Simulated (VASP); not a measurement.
## BW3: single point with PBE

Crystal: BW3.

```xyz
4
Lattice="3.9758 0.0000 0.0000 0.0000 3.9758 0.0000 0.0000 0.0000 3.9758" Properties=species:S:1:pos:R:3 pbc="T T T"
B     0.0000    0.0000    0.0000
W     1.9879    0.0000    0.0000
W     0.0000    1.9879    0.0000
W     0.0000    0.0000    1.9879
```

```
Program             : VASP 6.6.1
Task                : single point
Functional          : PBE
Potentials or basis : VASP PAW PBE potentials, release 64 (B, W_sv)
Cutoff              : 520 eV
k mesh              : 4 × 4 × 4
Occupations         : gaussian, width 0.1 eV
Spin                : no spin polarisation
```

- Pressure: 34.9 GPa

Levels at points of the mesh, in eV from the Fermi level:
```tsv
k point	band 19	band 20	band 21	band 22	band 23	band 24	band 25	band 26
(0.00, 0.00, 0.00)	-3.49	-0.04	-0.04	-0.04	1.55	1.55	1.55	2.41
(0.50, 0.00, 0.00)	-3.00	-2.25	-2.25	-1.29	0.09	0.51	1.61	1.61
(0.50, 0.50, 0.00)	-2.11	-1.78	-1.17	-1.17	-0.68	-0.68	0.86	0.86
(0.50, 0.50, 0.50)	-1.06	-1.06	-0.58	-0.58	-0.58	1.59	1.59	1.59
```

Wall time 21 s on 1 thread of Intel(R) Xeon(R) Platinum 8259CL CPU @ 2.50GHz (Skylake/Cascade Lake), on a shared host, peak memory 0.17 GiB.

Caveat: the k points lie up to 0.40 Å⁻¹ apart; spin-orbit coupling is left out, which moves the levels of the heavy elements.
